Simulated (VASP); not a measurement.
Set up this calculation in VASP 6.6.1, as the native input.

```
Task                   : single point
Functional             : PBE
Potentials or basis    : VASP PAW PBE potentials, release 64 (Ti_sv, Ta_pv)
Cutoff                 : 500 eV
k mesh                 : 2 × 12 × 12
Occupations            : gaussian, width 0.1 eV
Spin                   : no spin polarisation
Dipole correction      : no
Further INCAR settings : ALGO = Normal; EDIFF = 1e-06; NBANDS = 56
```

The structure of Ta5Ti3 lies in POSCAR:

```
Ta5Ti3
1.0
   18.6494121425      0.0000000000      0.0000000000
    0.0000000000      1.6828259926      2.4229150855
    0.0000000000     -1.6828259926      2.4229150855
Ti Ta
3 5
Direct
    0.0000000000      0.0363954289      0.0363954289
    0.1240085055      0.4263861330      0.4263861330
    0.8759914945      0.4263861330      0.4263861330
    0.2464792825      0.0221075872      0.0221075872
    0.7535207175      0.0221075872      0.0221075872
    0.6268358729      0.5217863349      0.5217863349
    0.5000000000      0.0247663324      0.0247663324
    0.3731641271      0.5217863349      0.5217863349
```

One way to write it, as run:

INCAR

```
PREC     = Accurate       # precision mode
ENCUT    = 500            # plane-wave cutoff, eV
EDIFF    = 1E-6           # SCF threshold, eV
ISMEAR   = 0              # smearing method
SIGMA    = 0.1            # smearing width, eV
LREAL    = False          # projectors in reciprocal space
LASPH    = True           # aspherical terms in the spheres
NELM     = 120            # most SCF steps
ALGO     = Normal         # electronic algorithm
ISIF     = 2              # what is computed and relaxed
LWAVE    = False          # write WAVECAR
LCHARG   = False          # write CHGCAR
GGA      = PE             # functional
NBANDS   = 56             # bands
GGA_COMPAT= False
```

KPOINTS

```
regular mesh
0
Gamma
  2 12 12
```

Potentials or basis: VASP PAW PBE potentials, release 64 (Ti_sv, Ta_pv).

Command:

```sh
$ cat potpaw_PBE.64/Ti_sv/POTCAR potpaw_PBE.64/Ta_pv/POTCAR > POTCAR
$ mpirun -np 1 vasp_std > vasp.out
```

It gave:

| Item | Value |
| --- | --- |
| Pressure | -8.2 GPa |
| Largest force | 0.005 eV/Å |
| Band gap on the k mesh | zero (an odd number of electrons rules out a gap without spin polarisation) |

Caveat: the cell stands under tension; spin-orbit coupling is left out, which moves the levels of the heavy elements.

It took 50 min on 1 thread of Intel Xeon 8259CL, on a shared host, peak memory 0.63 GiB.
